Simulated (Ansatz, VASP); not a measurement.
## One calculation of InAs, two programs

The input INCAR:

```
PREC = Accurate
ENCUT = 520
EDIFF = 1E-7
ISMEAR = 0
SIGMA = 0.15
LREAL = F
LASPH = T
NELM = 100
ALGO = Normal
ISIF = 2
LWAVE = F
LCHARG = F
GGA = PS
NBANDS = 16
```

The input KPOINTS:

```
Automatic mesh
0
Gamma
  14 14 14
```

File POSCAR:

```
InAs
1.0
    0.0000000000      3.1457034288      2.8720016697
    2.8720016697      0.0000000000      2.8720016697
    2.8720016697      3.1457034288      0.0000000000
In As
1 1
Direct
    0.0000000000      0.0000000000      0.0000000000
    0.7500000000      0.7500000000      0.7500000000
```

Input for Ansatz:

```yaml
crystal:
  lattice:
    - [0.0, 3.1457034288, 2.8720016697]
    - [2.8720016697, 0.0, 2.8720016697]
    - [2.8720016697, 3.1457034288, 0.0]
  atoms:
    - { symbol: In, position: [0.0, 0.0, 0.0] }
    - { symbol: As, position: [0.75, 0.75, 0.75] }
basis:
  ecutwfc: 420
kpoints:
  mp_grid: { grid: [14, 14, 14] }
hamiltonian:
  xc: pbesol
  pseudopotentials: { kind: paw, azcp: { folder: soft_1 } }
scf:
  occupations: { method: gaussian, width: 0.15 }
output:
  forces: true
  stress: true
  eigenvalues: true
```

Alike in both runs: task single point; functional PBEsol; k mesh 14 × 14 × 14; occupations gaussian, width 0.15 eV; no spin polarisation.

```csv
,VASP,Ansatz
version,VASP 6.6.1,Ansatz 0.2.0
potentials or method,"VASP PAW PBE potentials, release 64 (In_d, As), cutoff 520 eV","scalar-relativistic, plane waves, PAW"
valence electrons in the cell,18,28
```

Ansatz gave:

- gap on the k mesh at the Fermi level (eV): none
- pressure (GPa): 5.4
- traceless stress, the component that is largest in VASP (GPa): -2.39

Q: Which values does VASP return?

A: gap on the k mesh at the Fermi level (eV): none; pressure (GPa): 5.5; traceless stress, the component that is largest in VASP (GPa): -2.39.

VASP's potentials were made for PBE, not for PBEsol, and Ansatz warns of the same on its side. A gap of «none» marks a metal or a gap that the smearing closes. VASP's potentials hold 18 valence electrons a cell and Ansatz's 28, so a difference there can come from the potentials and not from the codes.
